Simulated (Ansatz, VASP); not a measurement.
# NaH: VASP beside Ansatz

```xyz
2
Lattice="0.0000 2.3428 2.3428 2.3428 0.0000 2.3428 2.3428 2.3428 0.0000" Properties=species:S:1:pos:R:3 pbc="T T T"
Na    0.0000    0.0000    0.0000
H     2.3428    2.3428    2.3428
```

Change from the starting cell: hydrostatic strain -2.3%.

Alike in both runs: task single point; functional r2SCAN; k mesh 10 × 10 × 10; no spin polarisation.

```csv
,VASP,Ansatz
version,VASP 6.6.1,Ansatz 0.2.0
potentials or method,"VASP PAW PBE potentials, release 64 (Na_pv, H)","plane waves, PAW"
plane-wave cutoff (eV),520,500
occupations,"gaussian, width 0.01 eV",fixed
valence electrons in the cell,8,10
```

```csv
,VASP,Ansatz,Ansatz less VASP
gap on the k mesh at the Fermi level (eV),4.56,4.55,-0.011
pressure (GPa),1.7,1.9,+0.22
```

VASP's potentials were made for PBE, not for r2SCAN. VASP's potentials hold 8 valence electrons a cell and Ansatz's 10, so a difference there can come from the potentials and not from the codes.
